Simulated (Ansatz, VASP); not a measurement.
**KFeAs2: VASP beside Ansatz**

The input INCAR:

```
SYSTEM = KFeAs2
  ALGO = Normal
  EDIFF = 1E-7
  ENCUT = 520
  GGA = PE
  ISIF = 2
  ISMEAR = -1
  ISPIN = 2
  LASPH = .True.
  LCHARG = .False.
  LMAXMIX = 4
  LORBIT = 11
  LREAL = .False.
  LWAVE = .False.
  MAGMOM = 0 0 -1.4 0
  NBANDS = 26
  NELM = 150
  PREC = Accurate
  SIGMA = 0.05
```

Contents of KPOINTS:

```
k-points
0
Gamma
  9 9 9
  0 0 0
```

POSCAR

```
KFeAs2
1.0
   -1.9803680000      1.9803680000      6.3830190000
    1.9803680000     -1.9803680000      6.3830190000
    1.9803680000      1.9803680000     -6.3830190000
As Fe K
2 1 1
Direct
    0.3307380000      0.3307380000      0.0000000000
    0.6692620000      0.6692620000      0.0000000000
    0.2500000000      0.7500000000      0.5000000000
    0.0000000000      0.0000000000      0.0000000000
```

Contents of input.yaml:

```yaml
crystal:
  lattice:
    - [-1.980368, 1.980368, 6.383019]
    - [1.980368, -1.980368, 6.383019]
    - [1.980368, 1.980368, -6.383019]
  atoms:
    - { symbol: As, position: [0.330738, 0.330738, 0.0] }
    - { symbol: As, position: [0.669262, 0.669262, 0.0] }
    - { symbol: Fe, position: [0.25, 0.75, 0.5], spin: -1.4 }
    - { symbol: K, position: [0.0, 0.0, 0.0] }
hamiltonian:
  xc: pbe
  pseudopotentials: { kind: paw }
magnetization:
  spin_polarized: true
kpoints:
  mp_grid: { grid: [9, 9, 9] }
scf:
  occupations: { method: fermi_dirac, width: 0.05 }
output:
  forces: true
  stress: true
  eigenvalues: true
```

Alike in both runs: task single point; functional PBE; k mesh 9 × 9 × 9; occupations fermi-dirac, width 0.05 eV; collinear spin.

|  | VASP | Ansatz |
| --- | --- | --- |
| version | VASP 6.6.1 | Ansatz 0.2.0 |
| potentials or method | VASP PAW PBE potentials, release 64 (As, Fe, K_sv) | Ansatz PAW |
| plane-wave cutoff (eV) | 520 | 420 |
| valence electrons in the cell | 27 | 55 |

VASP gave:

```
gap on the k mesh at the Fermi level (eV)                     : none
pressure (GPa)                                                : 0.2
traceless stress, the component that is largest in VASP (GPa) : -0.15
rms of the force components (eV/Å)                            : 0.025
net moment per atom (μB)                                      : 0.15
size of the moment on the site where the two differ most (μB) : 0.65
```

Q: Which values does Ansatz return?

A: gap on the k mesh at the Fermi level (eV): none; pressure (GPa): 0.2; traceless stress, the component that is largest in VASP (GPa): -0.11; rms of the force components (eV/Å): 0.027; net moment per atom (μB): 0.15; size of the moment on the site where the two differ most (μB): 0.62.

Site moments also hang on the region over which each program counts them. Atom by atom the forces differ by 0.002 eV/Å (rms over components). A gap of «none» marks a metal or a gap that the smearing closes. VASP's potentials hold 27 valence electrons a cell and Ansatz's 55, so a difference there can come from the potentials and not from the codes.
